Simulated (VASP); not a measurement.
# CsBr (Pm-3m) in VASP: a series of runs, part 2 of 2

VASP 6.6.1.

### 3 Electric field gradients, PBE (volume scaled by 0.95)

The input, INCAR:

```
PREC = Accurate
ENCUT = 400
EDIFF = 1E-8
ISMEAR = -1
SIGMA = 0.03
LREAL = False
LASPH = True
NELM = 120
ALGO = Normal
ISIF = 2
LWAVE = False
LCHARG = False
GGA = PE
LEFG = True
NBANDS = 15
GGA_COMPAT = False
```

The input, KPOINTS:

```
Automatic mesh
0
Gamma
  6 6 6
```

The input, POSCAR:

```
CsBr
1.0
    4.2133418957      0.0000000000      0.0000000000
    0.0000000000      4.2133418957      0.0000000000
    0.0000000000      0.0000000000      4.2133418957
Cs Br
1 1
Direct
    0.0000000000      0.0000000000      0.0000000000
    0.5000000000      0.5000000000      0.5000000000
```

Potentials or basis: VASP PAW PBE potentials, release 64 (Cs_sv, Br).

Launch:

```
$ cat potpaw_PBE.64/Cs_sv/POTCAR potpaw_PBE.64/Br/POTCAR > POTCAR
$ mpirun -np 1 vasp_std > vasp.out
```

OUTCAR:

```text
PREC = Accurate
   ENCUT = 400
   EDIFF = 1E-8
   ISMEAR = -1
   LREAL = False
   LASPH = True
   NELM = 120
   ISIF = 2
   GGA = PE

 ion  position               nearest neighbor table
   1  0.000  0.000  0.000-
   2  0.500  0.500  0.500-

  LATTYP: Found a simple cubic cell.
 ALAT       =     4.2133418957

  Lattice vectors:

 A1 = (   4.2133418957,   0.0000000000,   0.0000000000)
 A2 = (   0.0000000000,   4.2133418957,   0.0000000000)
 A3 = (   0.0000000000,   0.0000000000,   4.2133418957)

Analysis of symmetry for initial positions (statically):
=====================================================================
 Subroutine PRICEL returns:
 Original cell was already a primitive cell.

 Routine SETGRP: Setting up the symmetry group for a
 simple cubic supercell.

 Subroutine GETGRP returns: Found 48 space group operations
[... 539 lines left out ...]
  energy-cutoff  :      400.00
  volume of cell :       74.80
      direct lattice vectors                 reciprocal lattice vectors
     4.213341896  0.000000000  0.000000000     0.237341290  0.000000000  0.000000000
     0.000000000  4.213341896  0.000000000     0.000000000  0.237341290  0.000000000
     0.000000000  0.000000000  4.213341896     0.000000000  0.000000000  0.237341290

 POSITION                                       TOTAL-FORCE (eV/Angst)
 -----------------------------------------------------------------------------------
      0.00000      0.00000      0.00000         0.000000      0.000000      0.000000
      2.10667      2.10667      2.10667         0.000000      0.000000      0.000000
 -----------------------------------------------------------------------------------
    total drift:                                0.000000      0.000000      0.000000

  FREE ENERGIE OF THE ION-ELECTRON SYSTEM (eV)
  ---------------------------------------------------
  free  energy   TOTEN  =        -5.9648192182 eV

  energy  without entropy=       -5.9648192182  energy(sigma->0) =       -5.96481922

 Electric field gradients (V/A^2)
---------------------------------------------------------------------
 ion       V_xx      V_yy      V_zz      V_xy      V_xz      V_yz
---------------------------------------------------------------------
   1      -0.000    -0.000    -0.000     0.000     0.000    -0.000
   2      -0.000    -0.000     0.000     0.000     0.000     0.000
---------------------------------------------------------------------

 Electric field gradients after diagonalization (V/A^2)
 (convention: |V_zz| > |V_xx| > |V_yy|)
----------------------------------------------------------------------
 ion       V_xx      V_yy      V_zz     asymmetry (V_yy - V_xx)/ V_zz
----------------------------------------------------------------------
   1      -0.000    -0.000    -0.000      -0.054
   2      -0.000    -0.000     0.000       0.066
----------------------------------------------------------------------

           NMR quadrupolar parameters

 Cq : quadrupolar parameter    Cq=e*Q*V_zz/h
 eta: asymmetry parameters     (V_yy - V_xx)/ V_zz
 Q  : nuclear electric quadrupole moment in mb (millibarn)
----------------------------------------------------------------------
 ion       Cq(MHz)       eta       Q (mb)
----------------------------------------------------------------------
   1      -0.000      -0.054       1.000
   2       0.000       0.066       1.000
----------------------------------------------------------------------
```

OSZICAR:

```text
N       E                     dE             d eps       ncg     rms          rms(c)
DAV:   1     0.788941230143E+02    0.78894E+02   -0.56722E+03   600   0.742E+02
DAV:   2    -0.319373419407E+00   -0.79213E+02   -0.73342E+02   860   0.142E+02
DAV:   3    -0.616922005384E+01   -0.58498E+01   -0.58310E+01   740   0.422E+01
DAV:   4    -0.621565141555E+01   -0.46431E-01   -0.46424E-01   698   0.452E+00
DAV:   5    -0.621589519183E+01   -0.24378E-03   -0.24376E-03   796   0.339E-01    0.183E+00
DAV:   6    -0.599656691244E+01    0.21933E+00   -0.20055E-01   740   0.248E+00    0.107E+00
DAV:   7    -0.596201436984E+01    0.34553E-01   -0.12330E-01   754   0.183E+00    0.607E-01
DAV:   8    -0.596494737058E+01   -0.29330E-02   -0.12929E-02   649   0.658E-01    0.107E-01
DAV:   9    -0.596472888719E+01    0.21848E-03   -0.11172E-03   775   0.188E-01    0.649E-02
DAV:  10    -0.596481604576E+01   -0.87159E-04   -0.19532E-04   642   0.855E-02    0.170E-02
DAV:  11    -0.596482053963E+01   -0.44939E-05   -0.28637E-05   754   0.312E-02    0.968E-03
DAV:  12    -0.596481907570E+01    0.14639E-05   -0.33870E-06   677   0.113E-02    0.266E-03
DAV:  13    -0.596481912486E+01   -0.49154E-07   -0.61953E-07   705   0.390E-03    0.110E-03
DAV:  14    -0.596481920969E+01   -0.84838E-07   -0.49236E-08   754   0.125E-03    0.109E-04
DAV:  15    -0.596481922220E+01   -0.12505E-07   -0.25674E-09   398   0.318E-04    0.391E-05
DAV:  16    -0.596481921821E+01    0.39850E-08   -0.13231E-10   398   0.853E-05
   1 F= -.59648192E+01 E0= -.59648192E+01  d E =-.455886E-10
```

stdout:

```text
POSCAR found type information on POSCAR CsBr
 POSCAR found :  2 types and       2 ions
 scaLAPACK will be used
 LDA part: xc-table for (Slater+PW92), standard interpolation
 POSCAR, INCAR and KPOINTS ok, starting setup
 FFT: planning ... GRIDC
 FFT: planning ... GRID_SOFT
 FFT: planning ... GRID
 WAVECAR not read
 entering main loop
ion   1

ion   2
```

It used 7.7 s of CPU time on 1 thread of Intel(R) Xeon(R) 6975P-C (Granite Rapids), on a shared host.

Results:

```yaml
Free_energy: -5.9648 eV
Pressure: 2.1 GPa
Band_gap_on_the_k_mesh: 4.72 eV, direct
```

Caveat: without QUAD_EFG the Cq values of the log hold for a quadrupole moment of 1 mb, not for the nuclei; spin-orbit coupling is left out, which moves the levels of the heavy elements.
